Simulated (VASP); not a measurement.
Write the native input for VASP 6.6.1 that does the following.

- Task: single point
- Functional: BLYP
- Potentials or basis: VASP PAW PBE potentials, release 64 (F)
- Cutoff: 520 eV
- k mesh: 6 × 6 × 3
- Occupations: fermi-dirac, width 0.05 eV
- Spin: no spin polarisation
- Dipole correction: no
- Further INCAR settings: ALGO = Normal; EDIFF = 1e-06; NBANDS = 22

The structure of F lies in POSCAR:

```
F
1.0
    3.1210443283     -1.8487841941      0.0107687393
    3.1210443283      1.8487841941      0.0107687393
   -1.7139253101      0.0000000000      8.6524071180
F
4
Direct
    0.0184027723      0.5272217086      0.0826060070
    0.4727782914      0.9815972277      0.4173939930
    0.9815972277      0.4727782914      0.9173939930
    0.5272217086      0.0184027723      0.5826060070
```

The input as run:

INCAR

```
SYSTEM = F
AGGAC = 1.0
AGGAX = 1.0
ALDAC = 0.0
ALDAX = 1.0
ALGO = Normal
EDIFF = 1E-6
ENCUT = 520
GGA = B5
ISIF = 2
ISMEAR = -1
LASPH = .True.
LCHARG = .False.
LREAL = .False.
LWAVE = .False.
NBANDS = 22
NELM = 80
PREC = Accurate
SIGMA = 0.05
```

KPOINTS

```
k-points
0
Gamma
  6 6 3
  0 0 0
```

Potentials or basis: VASP PAW PBE potentials, release 64 (F).

Run with:

```sh
$ cat potpaw_PBE.64/F/POTCAR > POTCAR
$ mpirun -np 1 vasp_std > vasp.out
```

Results of the run:

```
Pressure               : 0.3 GPa
Largest force          : 0.412 eV/Å
Band gap on the k mesh : 2.94 eV
```

Caveat: the PAW data sets were made with another functional, which shifts forces and pressure a little.

Wall time 98 s on 1 thread of Oxide Virtual Turin-like Processor (shared host), peak memory 0.19 GiB.
